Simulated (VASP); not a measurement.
# SrSi4 (Cmmm) in VASP: notebook

The runs below take SrSi4 through relaxation of cell and atoms, with PBE.

Everything below comes from runs of VASP 6.6.1. Logs are shortened: lines on timing, memory, paths and dates and some standing lists are left out, and cuts for length are marked.

## 1. The cell of the first run

It takes space group Cmmm (No. 65, orthorhombic). Conventional cell: a = 3.457 Å, b = 11.333 Å, c = 3.596 Å, α = 90.00°, β = 90.00°, γ = 90.00°. Within 3.6 Å of Sr (site symmetry mmm) lie 14 Si at 2.71 to 3.46 Å and 4 Sr at 3.46 to 3.60 Å. Within 2.8 Å of Si (site symmetry m2m) lie 3 Si at 2.13 Å and 4 Sr at 2.71 Å. Si (site symmetry m2m) has 4 Si at 2.13 Å and 2 Sr at 2.81 Å within 2.9 Å.

The cell was generated, and may not be a known phase.

## 2. Relaxation of cell and atoms, PBE

INCAR reads:

```
SYSTEM = SrSi4
  PREC = Accurate
  ENCUT = 600
  EDIFF = 1E-7
  ISMEAR = 0
  SIGMA = 0.1
  LREAL = .False.
  LASPH = .True.
  NELM = 100
  ALGO = Normal
  ISIF = 3
  LWAVE = .False.
  LCHARG = .False.
  GGA = PE
  IBRION = 2
  NSW = 90
  EDIFFG = -0.04
```

KPOINTS reads:

```
Automatic mesh
0
Gamma
  6 6 6
  0 0 0
```

POSCAR reads:

```
SrSi4
1.0
    1.7285443900     -5.6664892300      0.0000000000
    1.7285443900      5.6664892300      0.0000000000
    0.0000000000      0.0000000000      3.5958592300
Sr Si
1 4
Direct
    0.5000000000      0.5000000000      0.0000000000
    0.0940261200      0.9059738800      0.5000000000
    0.9059738800      0.0940261200      0.5000000000
    0.1949989000      0.8050011000      0.0000000000
    0.8050011000      0.1949989000      0.0000000000
```

Potentials or basis: VASP PAW PBE potentials, release 64 (Sr_sv, Si).

Started as:

```console
cat potpaw_PBE.64/Sr_sv/POTCAR potpaw_PBE.64/Si/POTCAR > POTCAR
mpirun -np 1 vasp_std > vasp.out
```

OUTCAR:

```text
SYSTEM = SrSi4
   PREC = Accurate
   ENCUT = 600
   EDIFF = 1E-7
   ISMEAR = 0
   LREAL = .False.
   LASPH = .True.
   NELM = 100
   ISIF = 3
   GGA = PE
   IBRION = 2
   NSW = 90
   EDIFFG = -0.04

 ion  position               nearest neighbor table
   1  0.500  0.500  0.000-   2 2.71   2 2.71   3 2.71   3 2.71   2 2.71   2 2.71   3 2.71   3 2.71
                             4 2.81   5 2.81   5 2.81   4 2.81   4 3.46   5 3.46
   2  0.094  0.906  0.500-   3 2.13   4 2.13   4 2.13   1 2.71   1 2.71   1 2.71   1 2.71
   3  0.906  0.094  0.500-   2 2.13   5 2.13   5 2.13   1 2.71   1 2.71   1 2.71   1 2.71
   4  0.195  0.805  0.000-   5 2.13   5 2.13   2 2.13   2 2.13   1 2.81   1 2.81   1 3.46
   5  0.805  0.195  0.000-   4 2.13   4 2.13   3 2.13   3 2.13   1 2.81   1 2.81   1 3.46

  LATTYP: Found a base centered orthorhombic cell.
 ALAT       =     3.4570887800
 B/A-ratio  =     3.2781855432
 C/A-ratio  =     1.0401408407

  Lattice vectors:

 A1 = (   1.7285443900,  -5.6664892300,   0.0000000000)
 A2 = (   1.7285443900,   5.6664892300,   0.0000000000)
 A3 = (   0.0000000000,   0.0000000000,   3.5958592300)

Analysis of symmetry for initial positions (statically):
=====================================================================
 Subroutine PRICEL returns:
 Original cell was already a primitive cell.

 Routine SETGRP: Setting up the symmetry group for a
 base centered orthorhombic supercell.

 Subroutine GETGRP returns: Found  8 space group operations
 (whereof  8 operations were pure point group operations)
 out of a pool of  8 trial point group operations.

The static configuration has the point symmetry D_2h.

Analysis of symmetry for dynamics (positions and initial velocities):
=====================================================================
 Subroutine PRICEL returns:
 Original cell was already a primitive cell.

 Routine SETGRP: Setting up the symmetry group for a
 base centered orthorhombic supercell.

 Subroutine GETGRP returns: Found  8 space group operations
 (whereof  8 operations were pure point group operations)
 out of a pool of  8 trial point group operations.

The dynamic configuration has the point symmetry D_2h.

 Subroutine INISYM returns: Found  8 space group operations
 (whereof  8 operations are pure point group operations),
 and found     1 'primitive' translations

----------------------------------------------------------------------------------------

                                     Primitive cell

  volume of cell :      70.4413

  direct lattice vectors                    reciprocal lattice vectors
     1.728544390 -5.666489230  0.000000000     0.289260723 -0.088238057  0.000000000
     1.728544390  5.666489230  0.000000000     0.289260723  0.088238057  0.000000000
     0.000000000  0.000000000  3.595859230     0.000000000  0.000000000  0.278097650

  length of vectors
     5.924269229  5.924269229  3.595859230     0.302419775  0.302419775  0.278097650

  position of ions in fractional coordinates (direct lattice)
     0.500000000  0.500000000  0.000000000
     0.094026120  0.905973880  0.500000000
     0.905973880  0.094026120  0.500000000
     0.194998900  0.805001100  0.000000000
     0.805001100  0.194998900  0.000000000

  ion indices of the primitive-cell ions
   primitive index   ion index
                 1           1
                 2           2
                 3           3
                 4           4
                 5           5

----------------------------------------------------------------------------------------

 KPOINTS: Automatic mesh

Automatic generation of k-mesh.
 Grid dimensions read from file:
 generate k-points for:    6    6    6

 Generating k-lattice:

  Cartesian coordinates                     Fractional coordinates (reciprocal lattice)
     0.048210121 -0.014706343  0.000000000     0.166666667  0.000000000  0.000000000
     0.048210121  0.014706343  0.000000000     0.000000000  0.166666667  0.000000000
     0.000000000  0.000000000  0.046349608     0.000000000  0.000000000  0.166666667

  Length of vectors
     0.050403296  0.050403296  0.046349608

  Shift w.r.t. Gamma in fractional coordinates (k-lattice)
     0.000000000  0.000000000  0.000000000

 Subroutine IBZKPT returns following result:
 ===========================================

 Found     52 irreducible k-points:

 Following reciprocal coordinates:
            Coordinates               Weight
  0.000000  0.000000  0.000000      1.000000
  0.166667 -0.000000  0.000000      4.000000
  0.333333  0.000000  0.000000      4.000000
  0.500000 -0.000000  0.000000      2.000000
  0.166667  0.166667  0.000000      2.000000
  0.333333  0.166667  0.000000      4.000000
[... 16 lines left out ...]
  0.333333  0.333333  0.166667      4.000000
  0.500000  0.333333  0.166667      8.000000
 [... further k-points ...]
   k-points           NKPTS =     52   k-points in BZ     NKDIM =     52   number of bands    NBANDS=     17
   number of dos      NEDOS =    301   number of ions     NIONS =      5
   total plane-waves  NPLWV =  69120
   dimension x,y,z NGX =    48 NGY =   48 NGZ =   30
   dimension x,y,z NGXF=    96 NGYF=   96 NGZF=   60
   ions per type =               1   4
   NGX,Y,Z   is equivalent  to a cutoff of  13.47, 13.47, 13.87 a.u.
   NGXF,Y,Z  is equivalent  to a cutoff of  26.94, 26.94, 27.74 a.u.
 SYSTEM =  SrSi4
   PREC   = accura    normal or accurate (medium, high low for compatibility)
   ISTART =      0    job   : 0-new  1-cont  2-samecut
   ICHARG =      2    charge: 1-file 2-atom 10-const
   ISPIN  =      1    spin polarized calculation?
   LNONCOLLINEAR =      F non collinear calculations
   LSORBIT =      F    spin-orbit coupling
   LASPH  =      T    aspherical Exc in radial PAW
   ENCUT  =  600.0 eV  44.10 Ry    6.64 a.u.  11.83 11.83  7.18*2*pi/ulx,y,z
   NELM   =    100;   NELMIN=  2; NELMDL= -5     # of ELM steps
   EDIFF  = 0.1E-06   stopping-criterion for ELM
   LREAL  =      F    real-space projection
   EDIFFG = -.4E-01   stopping-criterion for IOM
   NSW    =     90    number of steps for IOM
   IBRION =      2    ionic relax: 0-MD 1-quasi-New 2-CG
   NFREE  =      1    steps in history (QN), initial steepest desc. (CG)
   ISIF   =      3    stress and relaxation
   ISYM   =      2    0-nonsym 1-usesym 2-fastsym
   POTIM  = 0.5000    time-step for ionic-motion
   TEBEG  =    0.0;   TEEND  =   0.0 temperature during run
   PSTRESS=    0.0 pullay stress
   NELECT =      26.0000    total number of electrons
   NUPDOWN=      -1.0000    fix difference up-down
   EMIN   =  10.00;   EMAX   =-10.00  energy-range for DOS
   EFERMI =   0.00;   METHOD = LEGACY
   ISMEAR =     0;   SIGMA  =   0.10  broadening in eV -4-tet -1-fermi 0-gaus
   EFERMI_NEDOS =   21; number of points for ismear=-14 and -15
   IALGO  =     38    algorithm
   IMIX   =      4    mixing-type and parameters
     AMIX     =   0.40;   BMIX     =  1.00
     AMIX_MAG =   1.60;   BMIX_MAG =  1.00
  volume/ion in A,a.u.               =      14.09        95.07
  Fermi-wavevector in a.u.,A,eV,Ry     =   1.174330  2.219162 18.763130  1.379051
  Thomas-Fermi vector in A             =   2.310729
   LORBIT       =      0    0 simple, 1 ext, 2 COOP (PROOUT), +10 PAW based schemes
   GGA     = PE    functional components
   LHFCALC =     F    Hartree Fock is set to
   AEXX    =    0.0000 exact exchange contribution
   IVDW    =     0    specifies the selected vdW correction
   LEPSILON=     F    determine dielectric tensor
   LRPA    =     F    only Hartree local field effects (RPA)
 conjugate gradient relaxation of ions
 non-spin polarized calculation
 Gauss-broadening in eV      SIGMA  =   0.10
  energy-cutoff  :      600.00
  volume of cell :       70.44
 maximum number of plane-waves:      2369
   NGX = 23   NGY = 23   NGZ = 15

--------------------------------------- Ionic step        1  -------------------------------------------

 number of electron      26.0000000 magnetization

 Free energy of the ion-electron system (eV)
  ---------------------------------------------------
  ext. energy  EPLUGINS =         0.00000000
  ---------------------------------------------------
  free energy    TOTEN  =       -17.62130629 eV

  energy without entropy =      -17.61616759  energy(sigma->0) =      -17.61873694

 E-fermi :  10.1529     XC(G=0): -11.4140

 val. band max:       10.1117681630   @ k =  -0.3333   0.1667   0.0000
 cond. band min:      10.1786534577   @ k =  -0.3333   0.1667   0.3333
 fundamental gap:      0.0668852947
 Fermi energy:        10.1529395401

 k-point     1 :       0.0000    0.0000    0.0000
  band No.  band energies     occupation
      1     -24.3345      2.00000
      2      -7.3416      2.00000
      3      -6.6160      2.00000
      4      -6.4938      2.00000
      5      -4.1127      2.00000
      6       0.3666      2.00000
[... 1070 lines left out ...]
  FREE ENERGIE OF THE ION-ELECTRON SYSTEM (eV)
  ---------------------------------------------------
  free  energy   TOTEN  =       -23.0031167097 eV

  energy  without entropy=      -22.9885561475  energy(sigma->0) =      -22.99583643

[... ionic steps 4 to 15 ...]

--------------------------------------- Ionic step       16  -------------------------------------------

 number of electron      26.0000000 magnetization

------------------------ aborting loop because EDIFF is reached ----------------------------------------

  FORCE on cell =-STRESS in cart. coord.  units (eV):
  Direction    XX          YY          ZZ          XY          YZ          ZX
  --------------------------------------------------------------------------------------
  -------------------------------------------------------------------------------------
  Total        0.1403838     -0.1828714      0.1995715      0.0000000      0.0000000      0.0000000
  in kB        2.0696325     -2.6960130      2.9422177      0.0000000      0.0000000      0.0000000
  external PRESSURE =       0.7719457 kB  Pullay stress =       0.0000000 kB
[... 63 lines left out ...]
  energy  without entropy=      -23.8140535910  energy(sigma->0) =      -23.81782262

--------------------------------------- Ionic step       18  -------------------------------------------

 number of electron      26.0000000 magnetization

 Free energy of the ion-electron system (eV)
  ---------------------------------------------------
  ext. energy  EPLUGINS =         0.00000000
  ---------------------------------------------------
  free energy    TOTEN  =       -23.82250242 eV

  energy without entropy =      -23.81468195  energy(sigma->0) =      -23.81859218

 E-fermi :   5.6783     XC(G=0):  -9.5731

 val. band max:        5.6569898801   @ k =   0.5000   0.3333   0.1667
 cond. band min:       5.6944035374   @ k =  -0.3333   0.1667   0.0000
 fundamental gap:      0.0374136573
 Fermi energy:         5.6783154329

 k-point     1 :       0.0000    0.0000    0.0000
  band No.  band energies     occupation
      1     -29.6582      2.00000
      2     -11.7878      2.00000
      3     -11.7449      2.00000
      4     -11.6106      2.00000
      5      -6.0207      2.00000
      6      -2.7347      2.00000
[... 503 lines left out ...]
  FREE ENERGIE OF THE ION-ELECTRON SYSTEM (eV)
  ---------------------------------------------------
  free  energy   TOTEN  =       -23.8225024223 eV

  energy  without entropy=      -23.8146819462  energy(sigma->0) =      -23.81859218

 reached required accuracy - stopping structural energy minimisation
```

Run time: 29 min. Hardware: 1 thread of Oxide Virtual Turin-like, shared host; peak memory 0.29 GiB.

Results:

* Free energy: -23.8225 eV
* Relaxed volume: 21.77 Å³/atom
* Relaxed cell: a = 6.209 Å, b = 6.209 Å, c = 3.960 Å, α = 90.00°, β = 90.00°, γ = 134.51°
* Space group after relaxing (to 0.1 Å): Cmmm (No. 65)
* Energy gained by relaxing: 1240.2 meV/atom
* Ionic steps: 18
* Pressure after relaxing: 0.0 GPa
* Largest force after relaxing: 0.029 eV/Å
* Band gap on the k mesh: zero (bands 13 and 14 overlap by 1.12 eV)

Forces on the atoms (eV/Å):
```
Sr   0.000  0.000  0.000
Si   0.000 -0.022  0.000
Si   0.000  0.022  0.000
Si   0.000  0.029  0.000
Si   0.000 -0.029  0.000
```

The path:
```tsv
step	energy change (eV)	largest force (eV/Å)	pressure (GPa)	volume (Å³)
1	0.0000	1.4466	68.49	70.44
2	-3.5730	0.4289	-9.37	151.34
3	-5.3818	0.0348	-0.10	107.35
4	-5.3815	0.0203	0.35	106.51
5	-5.5696	0.3648	-0.03	107.25
6	-5.8405	1.1989	1.59	108.44
7	-5.9413	0.9640	-0.11	111.51
8	-5.9826	0.8880	-1.03	113.96
9	-5.8563	2.1041	-2.35	118.75
10	-5.9842	0.8557	-1.21	114.46
11	-6.0894	0.5830	-1.47	113.92
12	-6.1340	0.3559	-1.55	112.84
13	-6.1447	0.4252	-1.61	113.18
14	-6.1910	0.0981	0.11	109.18
15	-6.1913	0.1230	0.25	108.90
16	-6.2003	0.0519	0.08	108.68
17	-6.2003	0.0517	0.08	108.68
18	-6.2012	0.0288	-0.01	108.85
```

Final structure:
```xyz
5
Lattice="2.4004 -5.7260 0.0000 2.4004 5.7260 0.0000 0.0000 0.0000 3.9596" Properties=species:S:1:pos:R:3 pbc="T T T"
Sr    2.4004    0.0000    0.0000
Si    2.4004    4.5721    1.9798
Si    2.4004   -4.5721    1.9798
Si    2.4004    3.2513    0.0000
Si    2.4004   -3.2513    0.0000
```

Caveat: the volume moved by over 15 % at a fixed basis, so the end points are rough.

[end of part 1 of 2]

The gap in the log of VASP goes by the Fermi energy; the results here count the filled bands.